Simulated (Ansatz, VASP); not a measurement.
# One calculation of PtS2, two programs

```
Pt S
1.0
     3.49531    0.00000    0.00000
    -1.74766    3.02703    0.00000
     0.00000    0.00000    4.97070
Pt S
1 2
Direct
  0.00000 0.00000 0.00000
  0.66667 0.33333 0.77300
  0.33333 0.66667 0.22700
```

Change from the starting cell: volume scaled by 0.96.

Alike in both runs: task single point; functional PBE; k mesh 9 × 9 × 5; occupations fermi-dirac, width 0.05 eV; no spin polarisation.

|  | VASP | Ansatz |
| --- | --- | --- |
| version | VASP 6.6.1 | Ansatz 0.2.0 |
| potentials or method | VASP PAW PBE potentials, release 64 (Pt, S), cutoff 520 eV | all-electron LAPW, scalar-relativistic |

|  | VASP | Ansatz | Ansatz less VASP |
| --- | --- | --- | --- |
| gap on the k mesh at the Fermi level (eV) | 1.08 | 1.07 | -0.009 |
| least direct gap on the mesh (eV) | 1.12 | 1.11 | -0.006 |
| pressure (GPa) | 18.9 | 19.5 | +0.58 |
| traceless stress, the component that is largest in VASP (GPa) | -3.34 | -3.55 | -0.210 |
| rms of the force components (eV/Å) | 0.889 | 0.912 | +0.0230 |

Atom by atom the forces differ by 0.023 eV/Å (rms over components). Ansatz ran all-electron here, and VASP with PAW potentials.

Neither program's run includes spin-orbit coupling.
